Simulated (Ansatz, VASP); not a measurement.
One calculation of Au, two programs

File INCAR:

```
PREC = Accurate ; ENCUT = 520
EDIFF = 1E-6 ; ISMEAR = 0
SIGMA = 0.15 ; LREAL = False
LASPH = True ; NELM = 60
ALGO = Normal ; ISIF = 2
LWAVE = False ; LCHARG = True
GGA = PE ; LELF = True
LVHAR = True ; NBANDS = 12
```

The input KPOINTS:

```
regular mesh
0
Gamma
  20 20 20
```

The input POSCAR:

```
Au
1.0
    0.0000000000      2.1068650000      1.9841350000
    2.1068650000      0.0000000000      1.9841350000
    2.1068650000      2.1068650000      0.0000000000
Au
1
Direct
    0.0000000000      0.0000000000      0.0000000000
```

Input for Ansatz:

```yaml
crystal:
  lattice:
    - [0.0, 2.106865, 1.984135]
    - [2.106865, 0.0, 1.984135]
    - [2.106865, 2.106865, 0.0]
  atoms:
    - { symbol: Au, position: [0.0, 0.0, 0.0] }
basis:
  ecutwfc: 420
kpoints:
  mp_grid: { grid: [20, 20, 20] }
hamiltonian:
  xc: pbe
scf:
  occupations: { method: gaussian, width: 0.15 }
output:
  forces: true
  stress: true
  eigenvalues: true
  write_density: true
  write_potential: true
  elf: true
  volumetric_format: npy
```

Change from the starting cell: strain +0.030 along x and y, -0.030 along z, atoms carried along.

Alike in both runs: task single point; functional PBE; k mesh 20 × 20 × 20; occupations gaussian, width 0.15 eV; no spin polarisation.

|  | VASP | Ansatz |
| --- | --- | --- |
| version | VASP 6.6.1 | Ansatz 0.2.0 |
| potentials or method | VASP PAW PBE potentials, release 64 (Au), cutoff 520 eV | scalar-relativistic, plane waves, PAW |
| valence electrons in the cell | 11 | 19 |

Ansatz gave:

- gap on the k mesh at the Fermi level (eV): none
- pressure (GPa): 3.1
- traceless stress, the component that is largest in VASP (GPa): 0.98

Q: Which values does VASP return?

A: gap on the k mesh at the Fermi level (eV): none; pressure (GPa): 2.8; traceless stress, the component that is largest in VASP (GPa): 0.99.

A gap of «none» marks a metal or a gap that the smearing closes. The functional is the same, so the differences come from potentials, cutoffs and numerics. VASP's potentials hold 11 valence electrons a cell and Ansatz's 19, so a difference there can come from the potentials and not from the codes.

Spin-orbit coupling is off throughout.
